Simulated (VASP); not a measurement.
# LiH (Fm-3m) in VASP: notebook, part 2 of 2

VASP 6.6.1.

## Step 3: Vibrations by perturbation theory, LDA

This run uses another cell than the first one, of 7.69 Å³/atom, 1.052 times its volume.

The input, INCAR:

```
SYSTEM = LiH
PREC = Accurate
ENCUT = 520
EDIFF = 1E-8
ISMEAR = 0
SIGMA = 0.01
LREAL = .False.
LASPH = .True.
NELM = 60
ALGO = Normal
ISIF = 2
LWAVE = .False.
LCHARG = .False.
NBANDS = 9
IBRION = 8
NSW = 1
LEPSILON = .True.
```

The input, KPOINTS:

```
Automatic mesh
0
Gamma
  10 10 10
  0 0 0
```

The input, POSCAR:

```
LiH
1.0
    0.0000000000      1.9739000000      1.9739000000
    1.9739000000      0.0000000000      1.9739000000
    1.9739000000      1.9739000000      0.0000000000
Li H
1 1
Direct
    0.0000000000      0.0000000000      0.0000000000
    0.5000000000      0.5000000000      0.5000000000
```

Potentials or basis: VASP PAW LDA potentials, release 64 (Li_sv, H).

On the command line:

```sh
$ cat potpaw_LDA.64/Li_sv/POTCAR potpaw_LDA.64/H/POTCAR > POTCAR
$ mpirun -np 1 vasp_std > vasp.out
```

OUTCAR:

```text
SYSTEM = LiH
   PREC = Accurate
   ENCUT = 520
   EDIFF = 1E-8
   ISMEAR = 0
   LREAL = .False.
   LASPH = .True.
   NELM = 60
   ISIF = 2
   IBRION = 8
   NSW = 1
   LEPSILON = .True.

 ion  position               nearest neighbor table
   1  0.000  0.000  0.000-
   2  0.500  0.500  0.500-

  LATTYP: Found a face centered cubic cell.
 ALAT       =     3.9478000000

  Lattice vectors:

 A1 = (   0.0000000000,   1.9739000000,   1.9739000000)
 A2 = (   1.9739000000,   0.0000000000,   1.9739000000)
 A3 = (   1.9739000000,   1.9739000000,   0.0000000000)

Analysis of symmetry for initial positions (statically):
=====================================================================
 Subroutine PRICEL returns:
 Original cell was already a primitive cell.

 Routine SETGRP: Setting up the symmetry group for a
 face centered cubic supercell.

 Subroutine GETGRP returns: Found 48 space group operations
 (whereof 48 operations were pure point group operations)
 out of a pool of 48 trial point group operations.

The static configuration has the point symmetry O_h .

Analysis of symmetry for dynamics (positions and initial velocities):
=====================================================================
 Subroutine PRICEL returns:
 Original cell was already a primitive cell.

 Routine SETGRP: Setting up the symmetry group for a
 face centered cubic supercell.

 Subroutine GETGRP returns: Found 48 space group operations
 (whereof 48 operations were pure point group operations)
 out of a pool of 48 trial point group operations.

The dynamic configuration has the point symmetry O_h .

 Subroutine INISYM returns: Found 48 space group operations
 (whereof 48 operations are pure point group operations),
 and found     1 'primitive' translations

----------------------------------------------------------------------------------------

                                     Primitive cell

  volume of cell :      15.3817

  direct lattice vectors                    reciprocal lattice vectors
     0.000000000  1.973900000  1.973900000    -0.253305639  0.253305639  0.253305639
     1.973900000  0.000000000  1.973900000     0.253305639 -0.253305639  0.253305639
     1.973900000  1.973900000  0.000000000     0.253305639  0.253305639 -0.253305639

  length of vectors
     2.791516151  2.791516151  2.791516151     0.438738236  0.438738236  0.438738236

  position of ions in fractional coordinates (direct lattice)
[... 477 lines left out ...]
    -0.00000 -0.00000 -0.00028           (  0.00000 -0.00000  0.00000)

 PIEZOELECTRIC TENSOR FIELD DIRECTION 3  (C/m^2)
 -----------------------------------------------------------------------------
     0.00058  0.00000  0.00000
     0.00000  0.00058 -0.00000
    -0.00000 -0.00000 -0.00029

--------------------------------------- Ionic step        4  -------------------------------------------

------------------------ aborting loop because EDIFF is reached ----------------------------------------

[... ionic steps 5 to 6 ...]

--------------------------------------- Ionic step        7  -------------------------------------------

 Free energy of the ion-electron system (eV)
  ---------------------------------------------------
  ---------------------------------------------------
  free energy    TOTEN  =        -0.01715398 eV

  energy without entropy =       -0.01715398

------------------------ aborting loop because EDIFF is reached ----------------------------------------

 INTERNAL STRAIN TENSOR  FOR ION    2  DIRECTION 1   (eV/Angst):
 -----------------------------------------------------------------------------
     0.00137  0.00000  0.00000
     0.00000 -0.00388 -0.00000
     0.00000 -0.00000 -0.00388

 MACROSCOPIC STATIC DIELECTRIC TENSOR (including local field effects in DFT)
 ------------------------------------------------------
           4.984154     0.000000     0.000000
           0.000000     4.984154     0.000000
          -0.000000     0.000000     4.984154
 ------------------------------------------------------

 PIEZOELECTRIC TENSOR (including local field effects)  for field in x, y, z        (e  Angst)
          XX          YY          ZZ          XY          YZ          ZX
  --------------------------------------------------------------------------------
  x     0.00000     0.00000     0.00000     0.00000     0.00000     0.00000
  y     0.00000     0.00000     0.00000     0.00000     0.00000     0.00000
  z     0.00000     0.00000     0.00000     0.00000     0.00000     0.00000

 PIEZOELECTRIC TENSOR (including local field effects)  for field in x, y, z        (C/m^2)
          XX          YY          ZZ          XY          YZ          ZX
  --------------------------------------------------------------------------------
  x     0.00000     0.00000     0.00000     0.00000     0.00000     0.00000
  y     0.00000     0.00000     0.00000     0.00000     0.00000     0.00000
  z     0.00000     0.00000     0.00000     0.00000     0.00000     0.00000

 BORN EFFECTIVE CHARGES (including local field effects) (in |e|, cummulative output)
 ---------------------------------------------------------------------------------
 ion    1
    1     1.03098    -0.00000     0.00000
    2    -0.00000     1.03098     0.00000
    3     0.00000     0.00000     1.03098
 ion    2
    1    -1.03098     0.00000    -0.00000
    2     0.00000    -1.03098    -0.00000
    3     0.00000     0.00000    -1.03098

 INTERNAL STRAIN TENSOR FOR ION    2 for displacements in x,y,z  (eV/Angst):
          X           Y           Z          XY          YZ          ZX
  --------------------------------------------------------------------------------
  x     0.00000     0.00000     0.00000     0.00000     0.00000     0.00000
  y     0.00000     0.00000     0.00000     0.00000     0.00000     0.00000
  z     0.00000     0.00000     0.00000     0.00000     0.00000     0.00000

 SECOND DERIVATIVES (NOT SYMMETRIZED)
 ------------------------------------
               1X          1Y          1Z          2X          2Y          2Z
  1X    -1.246083    0.000000    0.000000    1.246083    0.000000    0.000000
  1Y     0.000000   -1.246083    0.000000    0.000000    1.246083    0.000000
  1Z     0.000000    0.000000   -1.246083    0.000000    0.000000    1.246083
  2X     1.238392    0.000000    0.000000   -1.238392    0.000000    0.000000
  2Y     0.000000    1.238392    0.000000    0.000000   -1.238392    0.000000
  2Z     0.000000    0.000000    1.238392    0.000000    0.000000   -1.238392

 Eigenvectors and eigenvalues of the dynamical matrix
 ----------------------------------------------------

   1 f  =   18.603969 THz   116.892187 2PiTHz  620.561621 cm-1    76.939800 meV
             X         Y         Z           dx          dy          dz
      0.000000  0.000000  0.000000    -0.183362   -0.303152    0.000000
      1.973900  1.973900  1.973900     0.483976    0.800153    0.000000
[... 21 lines left out ...]
   6 f/i=    0.019079 THz     0.119877 2PiTHz    0.636405 cm-1     0.078904 meV
             X         Y         Z           dx          dy          dz
      0.000000  0.000000  0.000000     0.028825   -0.888435    0.290396
      1.973900  1.973900  1.973900     0.010921   -0.336599    0.110022

--------------------------------------------------------------------------------------------------------

 MACROSCOPIC STATIC DIELECTRIC TENSOR IONIC CONTRIBUTION
 ------------------------------------------------------
          10.065902    -0.000000    -0.000000
          -0.000000    10.065902     0.000000
          -0.000000     0.000000    10.065902
 ------------------------------------------------------

 ELASTIC MODULI CONTR FROM IONIC RELAXATION (kBar)
 Direction    XX          YY          ZZ          XY          YZ          ZX
 --------------------------------------------------------------------------------
 XX           0.0000      0.0000      0.0000      0.0000      0.0000      0.0000
 YY           0.0000      0.0000      0.0000      0.0000      0.0000      0.0000
 ZZ           0.0000      0.0000      0.0000      0.0000      0.0000      0.0000
 XY           0.0000      0.0000      0.0000      0.0000      0.0000      0.0000
 YZ           0.0000      0.0000      0.0000      0.0000      0.0000      0.0000
 ZX           0.0000      0.0000      0.0000      0.0000      0.0000      0.0000
 --------------------------------------------------------------------------------

 PIEZOELECTRIC TENSOR IONIC CONTR  for field in x, y, z        (C/m^2)
          XX          YY          ZZ          XY          YZ          ZX
  --------------------------------------------------------------------------------
  x     0.00000     0.00000     0.00000     0.00000     0.00000     0.00000
  y     0.00000     0.00000     0.00000     0.00000     0.00000     0.00000
  z     0.00000     0.00000     0.00000     0.00000     0.00000     0.00000
```

OSZICAR:

```text
N       E                     dE             d eps       ncg     rms          rms(c)
DAV:   1    -0.231704967615E+01   -0.23170E+01   -0.14808E+03   871   0.408E+02
DAV:   2    -0.668873108991E+01   -0.43717E+01   -0.43326E+01  1194   0.512E+01
[... 187 lines left out ...]
RMM:   6    -0.171540788539E-01    0.33255E-05   -0.12300E-07  3976   0.138E-03    0.721E-05
RMM:   7    -0.171546960355E-01   -0.61718E-06   -0.68596E-09  4158   0.351E-04    0.500E-05
RMM:   8    -0.171540493089E-01    0.64673E-06   -0.84479E-10  4209   0.108E-04    0.432E-06
RMM:   9    -0.171540314337E-01    0.17875E-07   -0.47296E-09  4314   0.370E-05    0.286E-06
RMM:  10    -0.171539809649E-01    0.50469E-07   -0.25774E-08  4341   0.188E-05    0.192E-07
RMM:  11    -0.171539838670E-01   -0.29021E-08   -0.14841E-08  4016   0.127E-05    0.203E-07
 Linear response finished
```

It took 2.7 min on 1 thread of Intel Xeon 8259CL, shared host; peak memory 0.16 GiB.

Results:

```
Electronic dielectric tensor (diagonal)                 : 4.98
Born charges (mean of the diagonal)                     : Li +1.03; H -1.03 e
Highest phonon frequency at Γ, LO-TO splitting left out : 621 cm⁻¹
```

Phonon frequencies in cm⁻¹ (negative: imaginary):
| q point | frequencies |
| --- | --- |
| (0.000, 0.000, 0.000) | -1 -1 -1 621 621 621 |

Electronic dielectric tensor:
```
4.98 0.00 0.00
0.00 4.98 0.00
0.00 0.00 4.98
```

Born effective charge tensors (e):
atom 1, Li
```
1.03 0.00 0.00
0.00 1.03 0.00
0.00 0.00 1.03
```
atom 2, H
```
-1.03  0.00  0.00
 0.00 -1.03  0.00
 0.00  0.00 -1.03
```

Caveat: the cell wasn't relaxed at this level first, which shifts response properties; the cutoff is under 1.25 times the usual one of these potentials, so pressure, stress and relaxed cells hold a basis-set (Pulay) error.
